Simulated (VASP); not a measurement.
# Te in VASP: single point with r2SCAN

Aim: the single point of Te with r2SCAN.

Everything below comes from runs of VASP 6.6.1. Logs are shortened: lines on timing, memory, paths and dates and some standing lists are left out, and cuts for length are marked.

## 1. The cell of the first run

The cell holds a single atom in a box, 1 atom: a = 14.000 Å, b = 14.400 Å, c = 14.800 Å, α = 90.00°, β = 90.00°, γ = 90.00°.

## 2. Single point, r2SCAN, collinear spin

POSCAR

```
Te
1.0
   14.0000000000      0.0000000000      0.0000000000
    0.0000000000     14.4000000000      0.0000000000
    0.0000000000      0.0000000000     14.8000000000
Te
1
Direct
    0.5000000000      0.5000000000      0.5000000000
```

INCAR.step1

```
ALGO = Normal
EDIFF = 1E-4
ENCUT = 520
GGA = PE
ISMEAR = -1
ISPIN = 2
ISYM = 0
LASPH = True
LCHARG = False
LREAL = False
LWAVE = True
MAGMOM = 2
NBANDS = 13
NELM = 150
PREC = Accurate
SIGMA = 0.01
```

INCAR.step2

```
ALGO = Normal
EDIFF = 1E-6
ENCUT = 520
ISIF = 2
ISMEAR = -1
ISPIN = 2
ISTART = 1
ISYM = 0
LASPH = True
LCHARG = False
LMIXTAU = True
LORBIT = 11
LREAL = False
LWAVE = False
MAGMOM = 2
METAGGA = R2SCAN
NBANDS = 13
NELM = 150
PREC = Accurate
SIGMA = 0.01
```

KPOINTS

```
k-points
0
Gamma
  1 1 1
```

Potentials or basis: VASP PAW PBE potentials, release 64 (Te).

Run with:

```
$ cat potpaw_PBE.64/Te/POTCAR > POTCAR
$ cp INCAR.step1 INCAR
$ mpirun -np 1 vasp_gam > vasp.out
$ cp INCAR.step2 INCAR
$ mpirun -np 1 vasp_gam > vasp.out
```

OUTCAR:

```text
EDIFF = 1E-6
   ENCUT = 520
   ISIF = 2
   ISMEAR = -1
   ISPIN = 2
   ISTART = 1
   ISYM = 0
   LASPH = True
   LORBIT = 11
   LREAL = False
   METAGGA = R2SCAN
   NELM = 150
   PREC = Accurate

 ion  position               nearest neighbor table
   1  0.500  0.500  0.500-

IMPORTANT INFORMATION: All symmetrisations will be switched off!
NOSYMM: (Re-)initialisation of all symmetry stuff for point group C_1.

----------------------------------------------------------------------------------------

                                     Primitive cell

  volume of cell :    2983.6800

  direct lattice vectors                    reciprocal lattice vectors
    14.000000000  0.000000000  0.000000000     0.071428571  0.000000000  0.000000000
     0.000000000 14.400000000  0.000000000     0.000000000  0.069444444  0.000000000
     0.000000000  0.000000000 14.800000000     0.000000000  0.000000000  0.067567568

  length of vectors
    14.000000000 14.400000000 14.800000000     0.071428571  0.069444444  0.067567568

  position of ions in fractional coordinates (direct lattice)
     0.500000000  0.500000000  0.500000000

  ion indices of the primitive-cell ions
   primitive index   ion index
                 1           1

----------------------------------------------------------------------------------------

 KPOINTS: k-points

Automatic generation of k-mesh.
 Grid dimensions read from file:
 generate k-points for:    1    1    1

 Generating k-lattice:

  Cartesian coordinates                     Fractional coordinates (reciprocal lattice)
     0.071428571  0.000000000  0.000000000     1.000000000  0.000000000  0.000000000
     0.000000000  0.069444444  0.000000000     0.000000000  1.000000000  0.000000000
     0.000000000  0.000000000  0.067567568     0.000000000  0.000000000  1.000000000

  Length of vectors
     0.071428571  0.069444444  0.067567568

  Shift w.r.t. Gamma in fractional coordinates (k-lattice)
     0.000000000  0.000000000  0.000000000

 Subroutine IBZKPT returns following result:
 ===========================================

 Found      1 irreducible k-points:

 Following reciprocal coordinates:
            Coordinates               Weight
  0.000000  0.000000  0.000000      1.000000
   k-points           NKPTS =      1   k-points in BZ     NKDIM =      1   number of bands    NBANDS=     13
   number of dos      NEDOS =    301   number of ions     NIONS =      1
   total plane-waves  NPLWV = ******
   dimension x,y,z NGX =   108 NGY =  108 NGZ =  112
   dimension x,y,z NGXF=   216 NGYF=  216 NGZF=  224
   ions per type =               1
   NGX,Y,Z   is equivalent  to a cutoff of  12.82, 12.47, 12.58 a.u.
   NGXF,Y,Z  is equivalent  to a cutoff of  25.65, 24.94, 25.16 a.u.
 SYSTEM =  unknown system
   PREC   = accura    normal or accurate (medium, high low for compatibility)
   ISTART =      1    job   : 0-new  1-cont  2-samecut
   ICHARG =      0    charge: 1-file 2-atom 10-const
   ISPIN  =      2    spin polarized calculation?
   LNONCOLLINEAR =      F non collinear calculations
   LSORBIT =      F    spin-orbit coupling
   LASPH  =      T    aspherical Exc in radial PAW
   ENCUT  =  520.0 eV  38.22 Ry    6.18 a.u.  26.03 26.77 27.52*2*pi/ulx,y,z
   NELM   =    150;   NELMIN=  2; NELMDL=  0     # of ELM steps
   EDIFF  = 0.1E-05   stopping-criterion for ELM
   LREAL  =      F    real-space projection
   EDIFFG = 0.1E-04   stopping-criterion for IOM
   NSW    =      0    number of steps for IOM
   IBRION =     -1    ionic relax: 0-MD 1-quasi-New 2-CG
   NFREE  =      0    steps in history (QN), initial steepest desc. (CG)
   ISIF   =      2    stress and relaxation
   ISYM   =      0    0-nonsym 1-usesym 2-fastsym
   POTIM  = 0.5000    time-step for ionic-motion
   TEBEG  =    0.0;   TEEND  =   0.0 temperature during run
   PSTRESS=    0.0 pullay stress
   NELECT =       6.0000    total number of electrons
   NUPDOWN=      -1.0000    fix difference up-down
   EMIN   =  10.00;   EMAX   =-10.00  energy-range for DOS
   EFERMI =   0.00;   METHOD = LEGACY
   ISMEAR =    -1;   SIGMA  =   0.01  broadening in eV -4-tet -1-fermi 0-gaus
   EFERMI_NEDOS =   21; number of points for ismear=-14 and -15
   IALGO  =     38    algorithm
   IMIX   =      4    mixing-type and parameters
     AMIX     =   0.40;   BMIX     =  1.00
     AMIX_MAG =   1.60;   BMIX_MAG =  1.00
  volume/ion in A,a.u.               =    2983.68     20134.87
  Fermi-wavevector in a.u.,A,eV,Ry     =   0.206637  0.390487  0.580952  0.042699
  Thomas-Fermi vector in A             =   0.969299
   LORBIT       =     11    0 simple, 1 ext, 2 COOP (PROOUT), +10 PAW based schemes
   METAGGA = R2SCAN    functional components
   LHFCALC =     F    Hartree Fock is set to
   AEXX    =    0.0000 exact exchange contribution
   IVDW    =     0    specifies the selected vdW correction
   LEPSILON=     F    determine dielectric tensor
   LRPA    =     F    only Hartree local field effects (RPA)
 spin polarized calculation
  energy-cutoff  :      520.00
  volume of cell :     2983.68
 maximum number of plane-waves:     40220
 NGX is ok and might be reduce to   108
   NGX = 53   NGY = 53   NGZ = 55

 number of electron       6.0000000 magnetization       1.9985118

 Free energy of the ion-electron system (eV)
  ---------------------------------------------------
  ext. energy  EPLUGINS =         0.00000000
  ---------------------------------------------------
  free energy    TOTEN  =       -23.14680075 eV

  energy without entropy =      -23.14680075  energy(sigma->0) =      -23.14680075

 E-fermi :  -5.1623     XC(G=0):  -0.2365

 val. band max:       -5.4071466193   @ k =   0.0000   0.0000   0.0000
 cond. band min:      -4.5117816614   @ k =   0.0000   0.0000   0.0000
 fundamental gap:      0.8953649579
 Fermi energy:        -5.1623312952

 spin component 1

 k-point     1 :       0.0000    0.0000    0.0000
  band No.  band energies     occupation
      1     -16.2330      1.00000
      2      -7.1510      1.00000
      3      -7.1508      1.00000
      4      -5.9480      1.00000
      5      -0.0940      0.00000
      6       0.5384      0.00000
      7       0.6723      0.00000
      8       0.7093      0.00000
      9       0.7166      0.00000
     10       0.7510      0.00000
     11       0.7820      0.00000
     12       1.2369      0.00000
     13       1.3253      0.00000
 Fermi energy:        -5.1623312952

 spin component 2

 k-point     1 :       0.0000    0.0000    0.0000
  band No.  band energies     occupation
      1     -14.2817      1.00000
      2      -5.4071      1.00000
      3      -4.5118      0.00000
      4      -4.5117      0.00000
      5       0.0653      0.00000
      6       0.7448      0.00000
      7       0.7777      0.00000
      8       0.7867      0.00000
      9       0.8345      0.00000
     10       0.8348      0.00000
     11       0.8943      0.00000
     12       1.4625      0.00000
     13       1.4863      0.00000

------------------------ aborting loop because EDIFF is reached ----------------------------------------

  FORCE on cell =-STRESS in cart. coord.  units (eV):
  Direction    XX          YY          ZZ          XY          YZ          ZX
  --------------------------------------------------------------------------------------
  -------------------------------------------------------------------------------------
  Total        0.0660266      0.0600241      0.0579593      0.0008521      0.0008058     -0.0010738
  in kB        0.0354550      0.0322317      0.0311230      0.0004575      0.0004327     -0.0005766
  external PRESSURE =       0.0329366 kB  Pullay stress =       0.0000000 kB

 VOLUME and BASIS-vectors are now :
 -----------------------------------------------------------------------------
  energy-cutoff  :      520.00
  volume of cell :     2983.68
      direct lattice vectors                 reciprocal lattice vectors
    14.000000000  0.000000000  0.000000000     0.071428571  0.000000000  0.000000000
     0.000000000 14.400000000  0.000000000     0.000000000  0.069444444  0.000000000
     0.000000000  0.000000000 14.800000000     0.000000000  0.000000000  0.067567568

 POSITION                                       TOTAL-FORCE (eV/Angst)
 -----------------------------------------------------------------------------------
      7.00000      7.20000      7.40000        -0.000158      0.000100     -0.000057
 -----------------------------------------------------------------------------------
    total drift:                               -0.000158      0.000100     -0.000057

  FREE ENERGIE OF THE ION-ELECTRON SYSTEM (eV)
  ---------------------------------------------------
  free  energy   TOTEN  =       -23.1468007541 eV

  energy  without entropy=      -23.1468007541  energy(sigma->0) =      -23.14680075

 total charge

# of ion       s       p       d       tot
------------------------------------------
    1        1.406   1.841   0.001   3.247

 magnetization (x)

# of ion       s       p       d       tot
------------------------------------------
    1        0.026   0.966   0.001   0.993
```

Wall time 23 min (1 thread of Intel Xeon Platinum 8259CL at 2.50GHz (Skylake/Cascade Lake), shared host); peak memory 3.7 GiB.

What came out:

| Item | Value |
| --- | --- |
| Free energy | -23.1468 eV |
| Pressure | 0.0 GPa |
| Band gap on the k mesh | 0.90 eV |
| Net moment | 2.00 μB per cell |
| Site moments | Te +0.99 μB |
| Valence electrons inside the program's atomic spheres | Te 3.25 |

Levels at points of the mesh, in eV from the valence-band top:
Spin up:
```tsv
k point	band 2	band 3	band 4	band 5	band 6	band 7
(0.00, 0.00, 0.00)	-1.74	-1.74	-0.54	5.31	5.95	6.08
```
Spin down:
```csv
k point,band 1,band 2,band 3,band 4,band 5
"(0.00, 0.00, 0.00)",-8.87,0.00,0.90,0.90,5.47
```

Caveat: the PAW data sets were made with another functional, which shifts forces and pressure a little; spin-orbit coupling is left out, which moves the levels of the heavy elements.
